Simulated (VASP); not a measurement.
Wanted: the native input for a VASP 6.6.1 run.

```
Task                   : single point
Functional             : PBE
Potentials or basis    : VASP PAW PBE potentials, release 64 (Mg, Sc_sv, C)
Cutoff                 : 520 eV
k mesh                 : 12 × 12 × 6
Occupations            : gaussian, width 0.1 eV
Spin                   : no spin polarisation
Dipole correction      : no
Further INCAR settings : ALGO = Normal; EDIFF = 1e-06; NBANDS = 24
```

The structure of MgSc2C2 lies in POSCAR:

```
MgSc2C2
1.0
    3.5381045990      0.0000000000      0.0000000000
   -1.7690522995      3.0640884639      0.0000000000
    0.0000000000      0.0000000000      6.3992619480
Mg Sc C
1 2 2
Direct
    0.6666666667      0.3333333333      0.0000000000
    0.0000000000      0.0000000000      0.7057884183
    0.0000000000      0.0000000000      0.2942115817
    0.6666666667      0.3333333333      0.5000000000
    0.3333333333      0.6666666667      0.0000000000
```

One way to write it, as run:

INCAR

```
PREC = Accurate ; ENCUT = 520
EDIFF = 1E-6 ; ISMEAR = 0
SIGMA = 0.1 ; LREAL = False
LASPH = True ; NELM = 80
ALGO = Normal ; ISIF = 2
LWAVE = False ; LCHARG = True
GGA = PE ; LELF = True
LVHAR = True ; NBANDS = 24
```

KPOINTS

```
regular mesh
0
Gamma
  12 12 6
```

Potentials or basis: VASP PAW PBE potentials, release 64 (Mg, Sc_sv, C).

Launch:

```sh
$ cat potpaw_PBE.64/Mg/POTCAR potpaw_PBE.64/Sc_sv/POTCAR potpaw_PBE.64/C/POTCAR > POTCAR
$ mpirun -np 1 vasp_std > vasp.out
```

It gave:

```json
{
 "Pressure": "0.4 GPa",
 "Largest force": "0.033 eV/Å",
 "Band gap on the k mesh": "zero (band 16 reaches 4.99 eV, above the bottom of band 17 at 4.71 eV)"
}
```

Wall time 88 s on 1 thread of Intel(R) Xeon(R) 6975P-C (Granite Rapids), on a shared host, peak memory 0.26 GiB.
